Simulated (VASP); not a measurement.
## Li3Sm: single point with PBE

Crystal: Li3Sm.

```
CELL_PARAMETERS angstrom
3.36405 3.36405 6.72810
6.72810 3.36405 3.36405
3.36405 6.72810 3.36405
ATOMIC_POSITIONS crystal
Sm 0.00000 0.00000 0.00000
Sm 0.50000 0.50000 0.50000
Li 0.12500 0.12500 0.12500
Li 0.62500 0.62500 0.62500
Li 0.37500 0.37500 0.37500
Li 0.87500 0.87500 0.87500
Li 0.25000 0.25000 0.25000
Li 0.75000 0.75000 0.75000
```

```
Program                : VASP 6.6.1
Task                   : single point
Functional             : PBE
Potentials or basis    : VASP PAW PBE potentials, release 64 (Sm, Li_sv)
Cutoff                 : 520 eV
k mesh                 : 5 × 5 × 5
Occupations            : fermi-dirac, width 0.1 eV
Spin                   : collinear spin, ferromagnetic start
Starting moments       : [6.5, 6.5, 0.31, 0.31, 0.31, 0.31, 0.19, 0.19] μB
Dipole correction      : no
Further INCAR settings : ALGO = Normal; EDIFF = 1e-07; NBANDS = 39
```

The net moment is 15.71 μB per cell, the site moments are Sm +5.80; Li +0.06, +0.03 (each value once) μB and the valence electrons inside the program's atomic spheres are Sm 13.70; Li 2.12, 2.11 (each value once).

Levels at points of the mesh, in eV from the Fermi level:
Spin up:
| k point | band 30 | band 31 | band 32 | band 33 | band 34 | band 35 | band 36 | band 37 | band 38 | band 39 |
| --- | --- | --- | --- | --- | --- | --- | --- | --- | --- | --- |
| (0.00, 0.00, 0.00) | -0.31 | -0.12 | -0.12 | -0.02 | -0.02 | -0.02 | -0.01 | 1.86 | 1.86 | 2.54 |
Spin down:
```tsv
k point	band 14	band 15	band 16	band 17	band 18	band 19	band 20	band 21
(0.00, 0.00, 0.00)	-17.50	-3.31	-1.68	-0.52	0.58	0.58	0.83	0.83
```

Wall time 25 min on 1 thread of Intel(R) Xeon(R) Platinum 8488C (Sapphire Rapids), with other jobs on the host, peak memory 0.85 GiB.

Caveat: the magnetic or orbital state may not be the lowest; spin-orbit coupling is left out, which moves the levels of the heavy elements; semilocal functionals describe open f shells poorly, which spoils levels, moments and volumes. The state reached can hang on the start; a lower one may exist.
